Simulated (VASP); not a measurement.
# AlN (P6_3mc) in VASP: single point with PBE

Aim: the single point of AlN with PBE.

Everything below comes from runs of VASP 6.6.1. Logs are shortened: lines on timing, memory, paths and dates and some standing lists are left out, and cuts for length are marked.

**1. The cell of the first run**

It takes space group P6_3mc (No. 186, hexagonal). The conventional cell has a = 3.113 Å, b = 3.113 Å, c = 4.981 Å, α = 90.00°, β = 90.00°, γ = 120.00°. Al (site symmetry 3m) has 4 N at 1.89 Å within 2.5 Å. Within 2.5 Å of N (site symmetry 3m) lie 4 Al at 1.89 Å.

**2. Single point, PBE**

The input, INCAR:

```
PREC = Accurate ; ENCUT = 520
EDIFF = 1E-7 ; ISMEAR = 0
SIGMA = 0.05 ; LREAL = Auto
LASPH = True ; NELM = 100
ALGO = Normal ; ISIF = 2
LWAVE = False ; LCHARG = False
GGA = PE ; NBANDS = 126
```

The input, KPOINTS:

```
Automatic mesh
0
Gamma
  2 2 2
```

The input, POSCAR:

```
AlN
1.0
   -4.6695000000      2.6959370000      4.9810000000
    4.6695000000     -2.6959370000      4.9810000000
    4.6695000000      8.0878110000     -4.9810000000
Al N
24 24
Direct
    0.1666660000      0.0000000000      0.1666670000
    0.6666660000      0.5000000000      0.1666670000
    0.5000000000      0.8333340000      0.3333330000
    0.0000000000      0.3333340000      0.3333330000
    0.8333330000      0.6666670000      0.5000000000
    0.3333330000      0.1666670000      0.5000000000
    0.1666660000      0.5000000000      0.6666670000
    0.6666660000      0.0000000000      0.6666670000
    0.5000000000      0.3333340000      0.8333330000
    0.0000000000      0.8333340000      0.8333330000
    0.8333330000      0.1666670000      0.0000000000
    0.3333330000      0.6666670000      0.0000000000
    0.2500000000      0.4166660000      0.1666670000
    0.7500000000      0.9166660000      0.1666670000
    0.5833340000      0.2500000000      0.3333330000
    0.0833340000      0.7500000000      0.3333330000
    0.9166670000      0.0833330000      0.5000000000
    0.4166670000      0.5833330000      0.5000000000
    0.2500000000      0.9166660000      0.6666670000
    0.7500000000      0.4166660000      0.6666670000
    0.5833340000      0.7500000000      0.8333330000
    0.0833340000      0.2500000000      0.8333330000
    0.9166670000      0.5833330000      0.0000000000
    0.4166670000      0.0833330000      0.0000000000
    0.3566660000      0.1900000000      0.1666670000
    0.8566660000      0.6900000000      0.1666670000
    0.6900000000      0.0233340000      0.3333330000
    0.1900000000      0.5233340000      0.3333330000
    0.0233330000      0.8566670000      0.5000000000
    0.5233330000      0.3566670000      0.5000000000
    0.3566660000      0.6900000000      0.6666670000
    0.8566660000      0.1900000000      0.6666670000
    0.6900000000      0.5233340000      0.8333330000
    0.1900000000      0.0233340000      0.8333330000
    0.0233330000      0.3566670000      0.0000000000
    0.5233330000      0.8566670000      0.0000000000
    0.4400000000      0.6066660000      0.1666670000
    0.9400000000      0.1066660000      0.1666670000
    0.7733340000      0.4400000000      0.3333330000
    0.2733340000      0.9400000000      0.3333330000
    0.1066670000      0.2733330000      0.5000000000
    0.6066670000      0.7733330000      0.5000000000
    0.4400000000      0.1066660000      0.6666670000
    0.9400000000      0.6066660000      0.6666670000
    0.7733340000      0.9400000000      0.8333330000
    0.2733340000      0.4400000000      0.8333330000
    0.1066670000      0.7733330000      0.0000000000
    0.6066670000      0.2733330000      0.0000000000
```

Potentials or basis: VASP PAW PBE potentials, release 64 (Al, N).

Started as:

```
$ cat potpaw_PBE.64/Al/POTCAR potpaw_PBE.64/N/POTCAR > POTCAR
$ mpirun -np 1 vasp_std > vasp.out
```

OUTCAR:

```text
PREC = Accurate
   ENCUT = 520
   EDIFF = 1E-7
   ISMEAR = 0
   LREAL = Auto
   LASPH = True
   NELM = 100
   ISIF = 2
   GGA = PE

 ion  position               nearest neighbor table
   1  0.167  0.000  0.167-  25 1.89  38 1.89  40 1.89  47 1.89  16 3.07  14 3.07  13 3.07  23 3.07
                            15 3.07  24 3.07   6 3.11   3 3.11   4 3.11  11 3.11  12 3.11  10 3.11
   2  0.667  0.500  0.167-  26 1.89  37 1.89  39 1.89  48 1.89  15 3.07  14 3.07  13 3.07  24 3.07
                            16 3.07  23 3.07   5 3.11   4 3.11   3 3.11  12 3.11  11 3.11   9 3.11
   3  0.500  0.833  0.333-  27 1.89  40 1.89  37 1.89  42 1.89  14 3.07  15 3.07  16 3.07  17 3.07
                            13 3.07  18 3.07  12 3.11   1 3.11   2 3.11   5 3.11   6 3.11   8 3.11
   4  0.000  0.333  0.333-  28 1.89  39 1.89  38 1.89  41 1.89  13 3.07  15 3.07  16 3.07  18 3.07
                            14 3.07  17 3.07  11 3.11   2 3.11   1 3.11   6 3.11   5 3.11   7 3.11
   5  0.833  0.667  0.500-  29 1.89  42 1.89  39 1.89  44 1.89  17 3.07  18 3.07  19 3.07  15 3.07
                            20 3.07  16 3.07   2 3.11  10 3.11   7 3.11   3 3.11   4 3.11   8 3.11
   6  0.333  0.167  0.500-  30 1.89  41 1.89  40 1.89  43 1.89  17 3.07  18 3.07  20 3.07  16 3.07
                            19 3.07  15 3.07   1 3.11   9 3.11   8 3.11   4 3.11   3 3.11   7 3.11
   7  0.167  0.500  0.667-  31 1.89  44 1.89  46 1.89  41 1.89  22 3.07  20 3.07  19 3.07  17 3.07
                            21 3.07  18 3.07  12 3.11   9 3.11  10 3.11   5 3.11   6 3.11   4 3.11
   8  0.667  0.000  0.667-  32 1.89  43 1.89  45 1.89  42 1.89  21 3.07  20 3.07  19 3.07  18 3.07
                            22 3.07  17 3.07  11 3.11  10 3.11   9 3.11   6 3.11   5 3.11   3 3.11
   9  0.500  0.333  0.833-  33 1.89  46 1.89  43 1.89  48 1.89  20 3.07  21 3.07  22 3.07  23 3.07
[... 53 lines left out ...]
  47  0.107  0.773  0.000-  23 1.89  12 1.89   1 1.89  10 1.89
  48  0.607  0.273  0.000-  24 1.89  11 1.89   2 1.89   9 1.89

  LATTYP: Found a face centered orthorhombic cell.
 ALAT       =     9.9620000000
 B/A-ratio  =     1.0824882801
 C/A-ratio  =     1.8749246712

  Lattice vectors:

 A1 = (   9.3390000000,   5.3918740000,   0.0000000000)
 A2 = (   4.6695000000,   8.0878110000,   4.9810000000)
 A3 = (   4.6695000000,  -2.6959370000,   4.9810000000)

Analysis of symmetry for initial positions (statically):
=====================================================================
 Subroutine PRICEL returns following result:

  LATTYP: Found a hexagonal cell.
 ALAT       =     3.1129968160
 C/A-ratio  =     1.6000706835

  Lattice vectors:

 A1 = (   1.5565031130,  -2.6959316081,  -0.0000099620)
 A2 = (  -3.1130015565,  -0.0000026959,   0.0000049810)
 A3 = (   0.0000046695,   0.0000080878,  -4.9810149430)

  12 primitive cells build up your supercell.

 Routine SETGRP: Setting up the symmetry group for a
 face centered orthorhombic supercell.

 Subroutine GETGRP returns: Found  4 space group operations
 (whereof  2 operations were pure point group operations)
 out of a pool of  8 trial point group operations.

The static configuration has the point symmetry C_1h.
 The point group associated with its full space group is C_2v.

Analysis of symmetry for dynamics (positions and initial velocities):
=====================================================================
 Subroutine PRICEL returns following result:

  LATTYP: Found a hexagonal cell.
 ALAT       =     3.1129968160
 C/A-ratio  =     1.6000706835

  Lattice vectors:

 A1 = (   1.5565031130,  -2.6959316081,  -0.0000099620)
 A2 = (  -3.1130015565,  -0.0000026959,   0.0000049810)
 A3 = (   0.0000046695,   0.0000080878,  -4.9810149430)

  12 primitive cells build up your supercell.

 Routine SETGRP: Setting up the symmetry group for a
 face centered orthorhombic supercell.

 Subroutine GETGRP returns: Found  4 space group operations
 (whereof  2 operations were pure point group operations)
 out of a pool of  8 trial point group operations.

The dynamic configuration has the point symmetry C_1h.
 The point group associated with its full space group is C_2v.

 Subroutine INISYM returns: Found  4 space group operations
 (whereof  2 operations are pure point group operations),
 and found    12 'primitive' translations

----------------------------------------------------------------------------------------

                                     Primitive cell

[... 22 lines left out ...]

----------------------------------------------------------------------------------------

 KPOINTS: Automatic mesh

Automatic generation of k-mesh.
 Grid dimensions read from file:
 generate k-points for:    2    2    2

 Generating k-lattice:

  Cartesian coordinates                     Fractional coordinates (reciprocal lattice)
    -0.026769461  0.046366069  0.050190725     0.500000000  0.000000000 -0.000000000
     0.053538923  0.000000000  0.050190725     0.000000000  0.500000000 -0.000000000
     0.026769461  0.046366069  0.000000000     0.000000000  0.000000000  0.500000000

  Length of vectors
     0.073386138  0.073386137  0.053538924

  Shift w.r.t. Gamma in fractional coordinates (k-lattice)
     0.000000000  0.000000000  0.000000000

 Subroutine IBZKPT returns following result:
 ===========================================

 Found      5 irreducible k-points:

 Following reciprocal coordinates:
            Coordinates               Weight
  0.000000  0.000000  0.000000      1.000000
  0.500000  0.000000  0.000000      4.000000
  0.500000  0.500000 -0.000000      1.000000
  0.000000  0.000000  0.500000      1.000000
  0.500000  0.500000  0.500000      1.000000
   k-points           NKPTS =      5   k-points in BZ     NKDIM =      5   number of bands    NBANDS=    126
   number of dos      NEDOS =    301   number of ions     NIONS =     48
   total plane-waves  NPLWV = 250880
   dimension x,y,z NGX =    56 NGY =   56 NGZ =   80
   dimension x,y,z NGXF=   112 NGYF=  112 NGZF=  160
   ions per type =              24  24
   NGX,Y,Z   is equivalent  to a cutoff of  12.68, 12.68, 12.57 a.u.
   NGXF,Y,Z  is equivalent  to a cutoff of  25.37, 25.37, 25.13 a.u.
 SYSTEM =  unknown system
   PREC   = accura    normal or accurate (medium, high low for compatibility)
   ISTART =      0    job   : 0-new  1-cont  2-samecut
   ICHARG =      2    charge: 1-file 2-atom 10-const
   ISPIN  =      1    spin polarized calculation?
   LNONCOLLINEAR =      F non collinear calculations
   LSORBIT =      F    spin-orbit coupling
   LASPH  =      T    aspherical Exc in radial PAW
   ENCUT  =  520.0 eV  38.22 Ry    6.18 a.u.  13.65 13.65 19.68*2*pi/ulx,y,z
   NELM   =    100;   NELMIN=  2; NELMDL= -5     # of ELM steps
   EDIFF  = 0.1E-06   stopping-criterion for ELM
   LREAL  =      T    real-space projection
   EDIFFG = 0.1E-05   stopping-criterion for IOM
   NSW    =      0    number of steps for IOM
   IBRION =     -1    ionic relax: 0-MD 1-quasi-New 2-CG
   NFREE  =      0    steps in history (QN), initial steepest desc. (CG)
   ISIF   =      2    stress and relaxation
   ISYM   =      2    0-nonsym 1-usesym 2-fastsym
   POTIM  = 0.5000    time-step for ionic-motion
   TEBEG  =    0.0;   TEEND  =   0.0 temperature during run
   PSTRESS=    0.0 pullay stress
   NELECT =     192.0000    total number of electrons
   NUPDOWN=      -1.0000    fix difference up-down
   EMIN   =  10.00;   EMAX   =-10.00  energy-range for DOS
   EFERMI =   0.00;   METHOD = LEGACY
   ISMEAR =     0;   SIGMA  =   0.05  broadening in eV -4-tet -1-fermi 0-gaus
   EFERMI_NEDOS =   21; number of points for ismear=-14 and -15
   IALGO  =     38    algorithm
   IMIX   =      4    mixing-type and parameters
     AMIX     =   0.40;   BMIX     =  1.00
     AMIX_MAG =   1.60;   BMIX_MAG =  1.00
  volume/ion in A,a.u.               =      10.45        70.52
  Fermi-wavevector in a.u.,A,eV,Ry     =   1.188629  2.246183 19.222843  1.412839
  Thomas-Fermi vector in A             =   2.324754
   LORBIT       =      0    0 simple, 1 ext, 2 COOP (PROOUT), +10 PAW based schemes
   GGA     = PE    functional components
   LHFCALC =     F    Hartree Fock is set to
   AEXX    =    0.0000 exact exchange contribution
   IVDW    =     0    specifies the selected vdW correction
   LEPSILON=     F    determine dielectric tensor
   LRPA    =     F    only Hartree local field effects (RPA)
 non-spin polarized calculation
 Gauss-broadening in eV      SIGMA  =   0.05
  energy-cutoff  :      520.00
  volume of cell :      501.63
 maximum number of plane-waves:     13533
 NGX is ok and might be reduce to    56
   NGX = 27   NGY = 27   NGZ = 39

 number of electron     192.0000000 magnetization

 Free energy of the ion-electron system (eV)
  ---------------------------------------------------
  ext. energy  EPLUGINS =         0.00000000
  ---------------------------------------------------
  free energy    TOTEN  =      -357.25802741 eV

  energy without entropy =     -357.25802741  energy(sigma->0) =     -357.25802741

 E-fermi :   6.4153     XC(G=0): -10.9068

 val. band max:        6.1217155826   @ k =   0.0000   0.0000   0.0000
 cond. band min:      10.3452044791   @ k =   0.0000   0.0000   0.0000
 fundamental gap:      4.2234888965
 Fermi energy:         6.4153386919

 k-point     1 :       0.0000    0.0000    0.0000
  band No.  band energies     occupation
      1      -9.0373      2.00000
      2      -8.0655      2.00000
      3      -8.0654      2.00000
      4      -7.3428      2.00000
      5      -7.3428      2.00000
      6      -7.3427      2.00000
[... 544 lines left out ...]
    107      12.8569      0.00000
    108      12.8569      0.00000
 [bands above 108 left out]

------------------------ aborting loop because EDIFF is reached ----------------------------------------

  FORCE on cell =-STRESS in cart. coord.  units (eV):
  Direction    XX          YY          ZZ          XY          YZ          ZX
  --------------------------------------------------------------------------------------
  -------------------------------------------------------------------------------------
  Total        9.0058909      9.0265161     14.1501678      0.0178624      0.0000000      0.0000000
  in kB       28.7640885     28.8299637     45.1944937      0.0570511      0.0000000      0.0000000
  external PRESSURE =      34.2628486 kB  Pullay stress =       0.0000000 kB

 VOLUME and BASIS-vectors are now :
 -----------------------------------------------------------------------------
  energy-cutoff  :      520.00
  volume of cell :      501.63
      direct lattice vectors                 reciprocal lattice vectors
    -4.669500000  2.695937000  4.981000000    -0.053538923  0.092732137  0.100381450
     4.669500000 -2.695937000  4.981000000     0.107077846  0.000000000  0.100381450
     4.669500000  8.087811000 -4.981000000     0.053538923  0.092732137  0.000000000

 POSITION                                       TOTAL-FORCE (eV/Angst)
 -----------------------------------------------------------------------------------
      0.00000      1.79729     -0.00000         0.000130     -0.000075     -0.128165
      0.00000      1.79729      4.98100         0.000130     -0.000075     -0.128165
      3.11300      1.79729      4.98100         0.000130     -0.000075     -0.128165
      3.11300      1.79729      0.00000         0.000130     -0.000075     -0.128165
      1.55650      4.49323      4.98100         0.000130     -0.000075     -0.128165
      1.55650      4.49323      0.00000         0.000130     -0.000075     -0.128165
[... 40 lines left out ...]
      3.11300     -1.79729      4.38328        -0.000671      0.000387      0.128165
     -1.55650      0.89865      4.38328        -0.000671      0.000387      0.128165
 -----------------------------------------------------------------------------------
    total drift:                               -0.000828     -0.004051      0.017901

  FREE ENERGIE OF THE ION-ELECTRON SYSTEM (eV)
  ---------------------------------------------------
  free  energy   TOTEN  =      -357.2580274081 eV

  energy  without entropy=     -357.2580274081  energy(sigma->0) =     -357.25802741
```

Wall time 9 min (1 thread of Intel Xeon Platinum 8259CL at 2.50GHz (Skylake/Cascade Lake), shared host); peak memory 0.62 GiB.

What came out:

```yaml
Free_energy: -357.2580 eV
Pressure: 3.4 GPa
Largest_force: 0.128 eV/Å
Band_gap_on_the_k_mesh: 4.22 eV
```

Forces on the atoms (eV/Å):
```
Al   0.000  0.000 -0.128
Al   0.000  0.000 -0.128
Al   0.000  0.000 -0.128
Al   0.000  0.000 -0.128
Al   0.000  0.000 -0.128
Al   0.000  0.000 -0.128
Al   0.000  0.000 -0.128
Al   0.000  0.000 -0.128
Al   0.000  0.000 -0.128
Al   0.000  0.000 -0.128
Al   0.000  0.000 -0.128
Al   0.000  0.000 -0.128
Al   0.000  0.000 -0.128
Al   0.000  0.000 -0.128
Al   0.000  0.000 -0.128
Al   0.000  0.000 -0.128
Al   0.000  0.000 -0.128
Al   0.000  0.000 -0.128
Al   0.000  0.000 -0.128
Al   0.000  0.000 -0.128
Al   0.000  0.000 -0.128
Al   0.000  0.000 -0.128
Al   0.000  0.000 -0.128
Al   0.000  0.000 -0.128
N    0.001  0.000  0.128
N    0.001  0.000  0.128
N    0.001  0.000  0.128
N    0.001  0.000  0.128
N    0.001  0.000  0.128
N    0.001  0.000  0.128
N    0.001  0.000  0.128
N    0.001  0.000  0.128
N    0.001  0.000  0.128
N    0.001  0.000  0.128
N    0.001  0.000  0.128
N    0.001  0.000  0.128
N   -0.001  0.000  0.128
N   -0.001  0.000  0.128
N   -0.001  0.000  0.128
N   -0.001  0.000  0.128
N   -0.001  0.000  0.128
N   -0.001  0.000  0.128
N   -0.001  0.000  0.128
N   -0.001  0.000  0.128
N   -0.001  0.000  0.128
N   -0.001  0.000  0.128
N   -0.001  0.000  0.128
N   -0.001  0.000  0.128
```

Caveat: the k points lie up to 0.46 Å⁻¹ apart. As with any semilocal functional, this PBE gap is likely too small.
